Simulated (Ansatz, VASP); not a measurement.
# One calculation of Ti3Al, two programs

File POSCAR:

```
Ti3Al
1.0
    0.0000000000      3.2303620196      3.2303620196
    3.2303620196      0.0000000000      3.2303620196
    3.2303620196      3.2303620196      0.0000000000
Ti Al
3 1
Direct
    0.7500000000      0.7500000000      0.7500000000
    0.2500000000      0.2500000000      0.2500000000
    0.0000000000      0.0000000000      0.0000000000
    0.5000000000      0.5000000000      0.5000000000
```

Contents of INCAR.step1:

```
SYSTEM = Ti3Al
PREC     = Accurate       ! precision mode
ENCUT    = 520            ! plane-wave cutoff, eV
ISMEAR   = 0              ! smearing method
SIGMA    = 0.1            ! smearing width, eV
LREAL    = .False.        ! projectors in reciprocal space
LASPH    = .True.         ! aspherical terms in the spheres
NELM     = 150            ! most SCF steps
ISPIN    = 2              ! spin polarisation
MAGMOM   = 0.3 0.3 1.5 0  ! initial moments
LMAXMIX  = 4              ! l up to which the mixer works
NBANDS   = 32             ! bands
GGA      = PE             ! functional
ALGO     = Normal         ! electronic algorithm
EDIFF    = 1E-4           ! SCF threshold, eV
LWAVE    = .True.         ! write WAVECAR
LCHARG   = .False.        ! write CHGCAR
```

INCAR.step2

```
SYSTEM = Ti3Al
PREC     = Accurate       ! precision mode
ENCUT    = 520            ! plane-wave cutoff, eV
EDIFF    = 1E-6           ! SCF threshold, eV
ISMEAR   = 0              ! smearing method
SIGMA    = 0.1            ! smearing width, eV
LREAL    = .False.        ! projectors in reciprocal space
LASPH    = .True.         ! aspherical terms in the spheres
NELM     = 150            ! most SCF steps
ALGO     = Normal         ! electronic algorithm
ISIF     = 2              ! what is computed and relaxed
LWAVE    = .False.        ! write WAVECAR
LCHARG   = .False.        ! write CHGCAR
ISPIN    = 2              ! spin polarisation
MAGMOM   = 0.3 0.3 1.5 0  ! initial moments
LORBIT   = 11             ! projections on sites
LMAXMIX  = 4              ! l up to which the mixer works
METAGGA  = R2SCAN         ! meta-GGA
LMIXTAU  = .True.       
NBANDS   = 32             ! bands
ISTART   = 1
```

KPOINTS

```
Automatic mesh
0
Gamma
  12 12 12
  0 0 0
```

Input for Ansatz:

```yaml
crystal:
  lattice:
    - [0.0, 3.2303620196, 3.2303620196]
    - [3.2303620196, 0.0, 3.2303620196]
    - [3.2303620196, 3.2303620196, 0.0]
  atoms:
    - { symbol: Ti, position: [0.75, 0.75, 0.75], spin: 0.3 }
    - { symbol: Ti, position: [0.25, 0.25, 0.25], spin: 0.3 }
    - { symbol: Ti, position: [0.0, 0.0, 0.0], spin: 1.5 }
    - { symbol: Al, position: [0.5, 0.5, 0.5] }
basis:
  ecutwfc: 500
kpoints:
  mp_grid: { grid: [12, 12, 12] }
  band_path:
    path:
      - [[0.0, 0.0, 0.0], [0.5, 0.0, 0.5], [0.625, 0.25, 0.625]]
      - [[0.375, 0.375, 0.75], [0.0, 0.0, 0.0], [0.5, 0.5, 0.5], [0.5, 0.25, 0.75], [0.5, 0.0, 0.5]]
    npoints: 14
hamiltonian:
  xc: r2scan
scf:
  occupations: { method: gaussian, width: 0.1 }
  n_extra_bands: 10
output:
  forces: true
  stress: true
  eigenvalues: true
  populations: true
  dos: { projected: true, de: 0.02, nscf_kmesh: { grid: [18, 18, 18] } }
  bader: true
  write_density: true
  write_potential: true
  elf: true
  volumetric_format: npy
magnetization:
  spin_polarized: true
checkpoint:
  read: start.run
  write: ck
  compress: false
  write_wavefunctions: false
  write_every: 100000
```

Alike in both runs: task single point; functional r2SCAN; k mesh 12 × 12 × 12; occupations gaussian, width 0.1 eV; collinear spin.

```csv
,VASP,Ansatz
version,VASP 6.6.1,Ansatz 0.2.0
potentials or method,"VASP PAW PBE potentials, release 64 (Ti_sv, Al), cutoff 520 eV","scalar-relativistic, plane waves, PAW"
valence electrons in the cell,39,39
```

```tsv
	VASP	Ansatz	Ansatz less VASP
gap on the k mesh at the Fermi level (eV)	none	none	-
pressure (GPa)	0.3	0.0	-0.27
net moment per atom (μB)	0.61	0.61	-0.002
size of the moment on the site where the two differ most (μB)	0.04	0.06	+0.016
```

VASP's potentials were made for PBE, not for r2SCAN. Site moments also hang on the region over which each program counts them. A gap of «none» marks a metal or a gap that the smearing closes. Ansatz's warnings: stability check not made.
